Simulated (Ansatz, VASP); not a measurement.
## ZnS: VASP beside Ansatz

```
Zn S
1.0
     3.81100    0.00000    0.00000
    -1.90550    3.30042    0.00000
     0.00000    0.00000    6.23400
Zn S
2 2
Direct
  0.33333 0.66667 0.00000
  0.66667 0.33333 0.50000
  0.33333 0.66667 0.38500
  0.66667 0.33333 0.88500
```

Alike in both runs: task single point; functional revPBE; k mesh 6 × 6 × 4; no spin polarisation.

|  | VASP | Ansatz |
| --- | --- | --- |
| version | VASP 6.6.1 | Ansatz 0.2.0 |
| potentials or method | VASP PAW PBE potentials, release 64 (Zn, S), cutoff 520 eV | plane waves, PAW |
| occupations | gaussian, width 0.01 eV | fixed |
| valence electrons in the cell | 36 | 36 |

|  | VASP | Ansatz | Ansatz less VASP |
| --- | --- | --- | --- |
| pressure (GPa) | 4.4 | 4.2 | -0.15 |
| traceless stress, the component that is largest in VASP (GPa) | -1.48 | -1.47 | +0.017 |
| rms of the force components (eV/Å) | 0.189 | 0.188 | -0.0015 |

VASP's potentials were made for PBE, not for revPBE. Atom by atom the forces differ by 0.002 eV/Å (rms over components).
